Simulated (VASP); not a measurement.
# Si2Ni (P-3m1) in VASP: a series of runs, part 2 of 2

VASP 6.6.1.

## 3. Single point, PBE (the distance across one plane changed)

INCAR

```
SYSTEM = Si2Ni
PREC = Accurate
ENCUT = 520
EDIFF = 1E-6
ISMEAR = 0
SIGMA = 0.15
LREAL = .FALSE.
LASPH = .TRUE.
NELM = 60
ALGO = Normal
ISIF = 2
LWAVE = .FALSE.
LCHARG = .TRUE.
GGA = PE
LELF = .TRUE.
LVHAR = .TRUE.
NBANDS = 37
```

KPOINTS

```
regular mesh
0
G
  14 14 5
  0 0 0
```

POSCAR

```
Si2Ni
1.0
    2.7234129136     -2.7234129136      0.0000000000
    2.7234129136      0.0000000000     -2.7234129136
    5.8798385292      5.8798385292      5.8798385292
Si Ni
6 3
Direct
    0.6666666667      0.6666666667      0.3859972566
    1.0000000000      0.0000000000      0.0772118027
    0.3333333333      0.3333333333      0.6947827105
    0.6666666667      0.6666666667      0.8491754375
    1.0000000000      1.0000000000      0.5403899836
    0.3333333333      0.3333333333      0.2316045297
    0.0000000000      0.0000000000      0.7719790740
    0.3333333333      0.3333333333      0.4631936201
    0.6666666667      0.6666666667      0.1544081662
```

Potentials or basis: VASP PAW PBE potentials, release 64 (Si, Ni).

Launch:

```
$ cat potpaw_PBE.64/Si/POTCAR potpaw_PBE.64/Ni/POTCAR > POTCAR
$ mpirun -np 1 vasp_std > vasp.out
```

OUTCAR:

```text
SYSTEM = Si2Ni
   PREC = Accurate
   ENCUT = 520
   EDIFF = 1E-6
   ISMEAR = 0
   LREAL = .FALSE.
   LASPH = .TRUE.
   NELM = 60
   ISIF = 2
   GGA = PE

 ion  position               nearest neighbor table
   1  0.667  0.667  0.386-   9 2.36   8 2.36   8 2.36   8 2.36   6 2.72   6 2.72   6 2.72   5 2.72
                             5 2.72   5 2.72
   2  0.000  0.000  0.077-   9 2.36   9 2.36   9 2.36   6 2.72   6 2.72   6 2.72   7 3.11
   3  0.333  0.333  0.695-   8 2.36   7 2.36   7 2.36   7 2.36   5 2.72   5 2.72   5 2.72   4 2.72
                             4 2.72   4 2.72
   4  0.667  0.667  0.849-   7 2.36   7 2.36   7 2.36   3 2.72   3 2.72   3 2.72   9 3.11
   5  0.000  0.000  0.540-   7 2.36   8 2.36   8 2.36   8 2.36   3 2.72   3 2.72   3 2.72   1 2.72
                             1 2.72   1 2.72
   6  0.333  0.333  0.232-   8 2.36   9 2.36   9 2.36   9 2.36   1 2.72   1 2.72   1 2.72   2 2.72
                             2 2.72   2 2.72
   7  0.000  0.000  0.772-   5 2.36   4 2.36   3 2.36   4 2.36   4 2.36   3 2.36   3 2.36   2 3.11

   8  0.333  0.333  0.463-   3 2.36   6 2.36   5 2.36   1 2.36   1 2.36   5 2.36   5 2.36   1 2.36

   9  0.667  0.667  0.154-   1 2.36   6 2.36   6 2.36   2 2.36   2 2.36   2 2.36   6 2.36   4 3.11

  LATTYP: Found a hexagonal cell.
 ALAT       =     3.8514874784
 C/A-ratio  =     2.6442197022

  Lattice vectors:

 A1 = (  -2.7234129136,   0.0000000000,   2.7234129136)
 A2 = (   2.7234129136,  -2.7234129136,   0.0000000000)
 A3 = (   5.8798385292,   5.8798385292,   5.8798385292)

Analysis of symmetry for initial positions (statically):
=====================================================================
 Subroutine PRICEL returns:
 Original cell was already a primitive cell.

 Routine SETGRP: Setting up the symmetry group for a
 hexagonal supercell.

 Subroutine GETGRP returns: Found 12 space group operations
 (whereof  6 operations were pure point group operations)
 out of a pool of 24 trial point group operations.

The static configuration has the point symmetry C_3v.
 The point group associated with its full space group is D_3d.

Analysis of symmetry for dynamics (positions and initial velocities):
[... 157 lines left out ...]
 non-spin polarized calculation
 Gauss-broadening in eV      SIGMA  =   0.15
  energy-cutoff  :      520.00
  volume of cell :      130.83
 maximum number of plane-waves:      3553
 NGX is ok and might be reduce to    30
   NGX = 15   NGY = 15   NGZ = 37

 number of electron      53.9999983 magnetization

 Free energy of the ion-electron system (eV)
  ---------------------------------------------------
  ext. energy  EPLUGINS =         0.00000000
  ---------------------------------------------------
  free energy    TOTEN  =       -51.12899749 eV

  energy without entropy =      -51.09166534  energy(sigma->0) =      -51.11033142

 E-fermi :   8.8154     XC(G=0): -11.0967

 val. band max:        8.8125157046   @ k =   0.2143   0.2143   0.4000
 cond. band min:       8.8252931764   @ k =   0.1429   0.1429   0.2000
 fundamental gap:      0.0127774719
 Fermi energy:         8.8154278524

 k-point     1 :       0.0000    0.0000    0.0000
  band No.  band energies     occupation
      1      -4.3236      2.00000
      2      -3.0703      2.00000
      3      -2.1767      2.00000
      4       0.9124      2.00000
      5       1.7296      2.00000
      6       4.0364      2.00000
[... 949 lines left out ...]
     36      13.8782      0.00000
     37      13.9916      0.00000

 [... further k-points ...]

------------------------ aborting loop because EDIFF is reached ----------------------------------------

  FORCE on cell =-STRESS in cart. coord.  units (eV):
  Direction    XX          YY          ZZ          XY          YZ          ZX
  --------------------------------------------------------------------------------------
  -------------------------------------------------------------------------------------
  Total       -3.0739692     -3.0739692     -3.0739692     -0.6456417     -0.6456417     -0.6456417
  in kB      -37.6440603    -37.6440603    -37.6440603     -7.9065777     -7.9065777     -7.9065777
  external PRESSURE =     -37.6440603 kB  Pullay stress =       0.0000000 kB

 VOLUME and BASIS-vectors are now :
 -----------------------------------------------------------------------------
  energy-cutoff  :      520.00
  volume of cell :      130.83
      direct lattice vectors                 reciprocal lattice vectors
     2.723412914 -2.723412914  0.000000000     0.122395444 -0.244790888  0.122395444
     2.723412914  0.000000000 -2.723412914     0.122395444  0.122395444 -0.244790888
     5.879838529  5.879838529  5.879838529     0.056690899  0.056690899  0.056690899

 POSITION                                       TOTAL-FORCE (eV/Angst)
 -----------------------------------------------------------------------------------
      5.90082      0.45399      0.45399        -0.192511     -0.192511     -0.192511
      0.45399      0.45399      0.45399        -0.370117     -0.370117     -0.370117
      5.90082      3.17741      3.17741         0.227372      0.227372      0.227372
      8.62423      3.17741      3.17741         0.370117      0.370117      0.370117
      3.17741      3.17741      3.17741         0.192511      0.192511      0.192511
      3.17741      0.45399      0.45399        -0.227372     -0.227372     -0.227372
      4.53911      4.53911      4.53911         0.039382      0.039382      0.039382
      4.53911      1.81570      1.81570         0.000000     -0.000000     -0.000000
      4.53911     -0.90771     -0.90771        -0.039382     -0.039382     -0.039382
 -----------------------------------------------------------------------------------
    total drift:                                0.000003      0.000003      0.000003

  FREE ENERGIE OF THE ION-ELECTRON SYSTEM (eV)
  ---------------------------------------------------
  free  energy   TOTEN  =       -51.1289974885 eV

  energy  without entropy=      -51.0916653416  energy(sigma->0) =      -51.11033142
```

OSZICAR:

```text
N       E                     dE             d eps       ncg     rms          rms(c)
DAV:   1     0.324176117305E+03    0.32418E+03   -0.22443E+04  7696   0.150E+03
DAV:   2    -0.276544876851E+02   -0.35183E+03   -0.33736E+03  7751   0.328E+02
DAV:   3    -0.558131683076E+02   -0.28159E+02   -0.26918E+02  9102   0.106E+02
DAV:   4    -0.569682082219E+02   -0.11550E+01   -0.11447E+01  9626   0.197E+01
DAV:   5    -0.570056351799E+02   -0.37427E-01   -0.37394E-01  9887   0.363E+00    0.274E+01
DAV:   6    -0.723546935481E+02   -0.15349E+02   -0.17595E+02  9401   0.198E+02    0.460E+01
DAV:   7    -0.528805816306E+02    0.19474E+02   -0.41633E+01  9295   0.110E+02    0.126E+01
DAV:   8    -0.513223340641E+02    0.15582E+01   -0.16895E+01 11786   0.554E+01    0.682E+00
DAV:   9    -0.514948587082E+02   -0.17252E+00   -0.38187E+00 11608   0.361E+01    0.637E+00
DAV:  10    -0.511247406671E+02    0.37012E+00   -0.15870E+00 11213   0.285E+01    0.162E+00
DAV:  11    -0.511312020237E+02   -0.64614E-02   -0.12209E-01  9267   0.311E+00    0.106E+00
DAV:  12    -0.511307048848E+02    0.49714E-03   -0.10338E-02 11985   0.175E+00    0.600E-01
DAV:  13    -0.511290175872E+02    0.16873E-02   -0.90696E-03 10063   0.173E+00    0.214E-01
DAV:  14    -0.511290692885E+02   -0.51701E-04   -0.94711E-04  9688   0.234E-01    0.151E-01
DAV:  15    -0.511289891386E+02    0.80150E-04   -0.41333E-04  9921   0.285E-01    0.409E-02
DAV:  16    -0.511290016706E+02   -0.12532E-04   -0.10083E-04  9680   0.135E-01    0.290E-02
DAV:  17    -0.511289971889E+02    0.44818E-05   -0.15674E-05  9416   0.532E-02    0.105E-02
DAV:  18    -0.511289974885E+02   -0.29961E-06   -0.27036E-06  6720   0.132E-02
   1 F= -.51128997E+02 E0= -.51110331E+02  d E =-.373321E-01
```

stdout:

```text
POSCAR found type information on POSCAR SiNi
 POSCAR found :  2 types and       9 ions
 scaLAPACK will be used
 LDA part: xc-table for (Slater+PW92), standard interpolation
 POSCAR, INCAR and KPOINTS ok, starting setup
 FFT: planning ... GRIDC
 FFT: planning ... GRID_SOFT
 FFT: planning ... GRID
 WAVECAR not read
 entering main loop
```

It took 5.8 min on 1 thread of Intel Xeon 6975P-C (Granite Rapids), shared host; peak memory 0.5 GiB.

What came out:

| Property | Result |
| --- | --- |
| Free energy | -51.1290 eV |
| Pressure | -3.8 GPa |
| Largest force | 0.641 eV/Å |
| Band gap on the k mesh | zero (bands 27 and 28 overlap by 2.12 eV) |

Forces on the atoms (eV/Å):
```
Si  -0.193 -0.193 -0.193
Si  -0.370 -0.370 -0.370
Si   0.227  0.227  0.227
Si   0.370  0.370  0.370
Si   0.193  0.193  0.193
Si  -0.227 -0.227 -0.227
Ni   0.039  0.039  0.039
Ni   0.000  0.000  0.000
Ni  -0.039 -0.039 -0.039
```

Stress tensor (GPa, compression positive):
```
-3.76 -0.79 -0.79
-0.79 -3.76 -0.79
-0.79 -0.79 -3.76
```

Caveat: the cell differs from its parent crystal (the distance across one plane changed); the cell stands under tension.

## 4. Single point, PBE (the distance across one plane changed)

INCAR

```
PREC = Accurate
ENCUT = 520
EDIFF = 1E-6
ISMEAR = 0
SIGMA = 0.15
LREAL = F
LASPH = T
NELM = 100
ALGO = Normal
ISIF = 2
LWAVE = F
LCHARG = T
GGA = PE
LELF = T
LVHAR = T
NBANDS = 37
```

KPOINTS

```
Automatic mesh
0
Gamma
  14 14 5
```

POSCAR

```
Si2Ni
1.0
    2.7234129136     -2.7234129136      0.0000000000
    2.7234129136      0.0000000000     -2.7234129136
    6.0241760965      6.0241760965      6.0241760965
Si Ni
6 3
Direct
    0.6666666667      0.6666666667      0.3767488708
    1.0000000000      0.0000000000      0.0753618296
    0.3333333333      0.3333333333      0.6781359119
    0.6666666667      0.6666666667      0.8288294325
    1.0000000000      1.0000000000      0.5274423914
    0.3333333333      0.3333333333      0.2260553502
    0.0000000000      0.0000000000      0.7534826722
    0.3333333333      0.3333333333      0.4520956311
    0.6666666667      0.6666666667      0.1507085899
```

Launch:

```
$ cat potpaw_PBE.64/Si/POTCAR potpaw_PBE.64/Ni/POTCAR > POTCAR
$ mpirun -np 1 vasp_std > vasp.out
```

Wall time 5.6 min (1 thread of Intel Xeon 6975P-C (Granite Rapids), shared host); peak memory 0.51 GiB.

It converged, with:

```
Free energy            : -50.8834 eV
Pressure               : -3.9 GPa
Largest force          : 0.427 eV/Å
Band gap on the k mesh : zero (bands 27 and 28 overlap by 2.16 eV)
```

Forces in eV/Å, atoms in the order of the input:
```
Si  -0.219 -0.219 -0.219
Si  -0.212 -0.212 -0.212
Si   0.247  0.247  0.247
Si   0.212  0.212  0.212
Si   0.219  0.219  0.219
Si  -0.247 -0.247 -0.247
Ni  -0.069 -0.069 -0.069
Ni   0.000  0.000  0.000
Ni   0.069  0.069  0.069
```

Stress tensor (GPa, compression positive):
```
-3.88 -0.09 -0.09
-0.09 -3.88 -0.09
-0.09 -0.09 -3.88
```

Levels at points of the mesh, in eV from the Fermi level:
```csv
k point,band 24,band 25,band 26,band 27,band 28,band 29,band 30,band 31
"(0.00, 0.00, 0.00)",0.60,0.60,1.13,1.27,1.82,2.20,2.20,2.31
"(0.50, 0.00, 0.00)",-1.94,-1.69,-1.48,-1.35,-0.48,0.48,0.90,2.23
```

Caveat: the cell differs from its parent crystal (the distance across one plane changed); the cell stands under tension. Spin polarisation is off, so any magnetic state and its effect on volume and gap are missing.

## 5. Summary

```csv
cell,gap on the mesh (eV),pressure (GPa),largest force (eV/Å)
"a = 3.851, b = 3.851, c = 9.934 Å, angles 90.0, 90.0, 60.0°, 9 atoms",none,-3.4,0.86
"a = 3.851, b = 3.851, c = 10.184 Å, angles 90.0, 90.0, 60.0°, 9 atoms",none,-3.8,0.64
"a = 3.851, b = 3.851, c = 10.434 Å, angles 90.0, 90.0, 60.0°, 9 atoms",none,-3.9,0.43
```

Alike in all rows: task single point; level PBE; potentials or basis VASP PAW PBE potentials, release 64 (Si, Ni); no spin polarisation; k mesh 14 × 14 × 5; cutoff (eV) 520; smearing gaussian 0.15 eV.

Caveats: the cell stands under tension.

Total energies depend on the potentials used, so only differences within one code and one set of settings carry meaning.
